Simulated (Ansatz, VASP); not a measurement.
## Ta2N in VASP and in Ansatz

Contents of INCAR:

```
SYSTEM = Ta2N
  ALGO = Normal
  EDIFF = 1E-7
  ENCUT = 520
  ISIF = 2
  ISMEAR = 0
  LASPH = .True.
  LCHARG = .True.
  LELF = .True.
  LREAL = .False.
  LVHAR = .True.
  LWAVE = .False.
  NBANDS = 50
  NELM = 80
  PREC = Accurate
  SIGMA = 0.15
```

Contents of KPOINTS:

```
k-points
0
Gamma
  9 9 8
  0 0 0
```

The input POSCAR:

```
Ta2N
1.0
    5.3763138840      0.0000000000      0.0000000000
   -2.6881569420      4.6560244023      0.0000000000
    0.0000000000      0.0000000000      4.6193288891
Ta N
6 3
Direct
    0.6191173904      0.6191173904      0.7526041962
    0.0000000000      0.3808826096      0.7526041962
    0.3808826096      0.0000000000      0.7526041962
    0.3808826096      0.3808826096      0.2473958038
    0.0000000000      0.6191173904      0.2473958038
    0.6191173904      0.0000000000      0.2473958038
    0.6666666667      0.3333333333      0.5000000000
    0.3333333333      0.6666666667      0.5000000000
    0.0000000000      0.0000000000      0.0000000000
```

Input for Ansatz:

```yaml
crystal:
  lattice:
    - [5.376313884, 0.0, 0.0]
    - [-2.688156942, 4.6560244023, 0.0]
    - [0.0, 0.0, 4.6193288891]
  atoms:
    - { symbol: Ta, position: [0.6191173904, 0.6191173904, 0.7526041962] }
    - { symbol: Ta, position: [0.0, 0.3808826096, 0.7526041962] }
    - { symbol: Ta, position: [0.3808826096, 0.0, 0.7526041962] }
    - { symbol: Ta, position: [0.3808826096, 0.3808826096, 0.2473958038] }
    - { symbol: Ta, position: [0.0, 0.6191173904, 0.2473958038] }
    - { symbol: Ta, position: [0.6191173904, 0.0, 0.2473958038] }
    - { symbol: "N", position: [0.6666666667, 0.3333333333, 0.5] }
    - { symbol: "N", position: [0.3333333333, 0.6666666667, 0.5] }
    - { symbol: "N", position: [0.0, 0.0, 0.0] }
basis:
  ecutwfc: 520.0
kpoints:
  mp_grid: { grid: [9, 9, 8] }
hamiltonian:
  xc: lda
  pseudopotentials: { kind: paw, azcp: { folder: soft_1 } }
scf:
  occupations: { method: gaussian, width: 0.15 }
output:
  forces: true
  stress: true
  eigenvalues: true
```

Alike in both runs: task single point; functional LDA; k mesh 9 × 9 × 8; occupations gaussian, width 0.15 eV; no spin polarisation.

|  | VASP | Ansatz |
| --- | --- | --- |
| version | VASP 6.6.1 | Ansatz 0.2.0 |
| potentials or method | VASP PAW LDA potentials, release 64 (Ta_pv, N), cutoff 520 eV | scalar-relativistic, plane waves, PAW |
| valence electrons in the cell | 81 | 93 |

```csv
,VASP,Ansatz,Ansatz less VASP
gap on the k mesh at the Fermi level (eV),none,none,-
pressure (GPa),21.0,19.3,-1.75
"traceless stress, the component that is largest in VASP (GPa)",15.51,15.46,-0.056
rms of the force components (eV/Å),2.996,2.966,-0.0304
```

Ansatz warns that its potentials were made for another functional, while VASP's fit it. LDA's correlation is that of Perdew and Zunger in VASP and of Perdew and Wang (1992) in Ansatz. Atom by atom the forces differ by 0.033 eV/Å (rms over components). A gap of «none» marks a metal or a gap that the smearing closes. VASP's potentials hold 81 valence electrons a cell and Ansatz's 93, so a difference there can come from the potentials and not from the codes.

Spin-orbit coupling is off throughout.
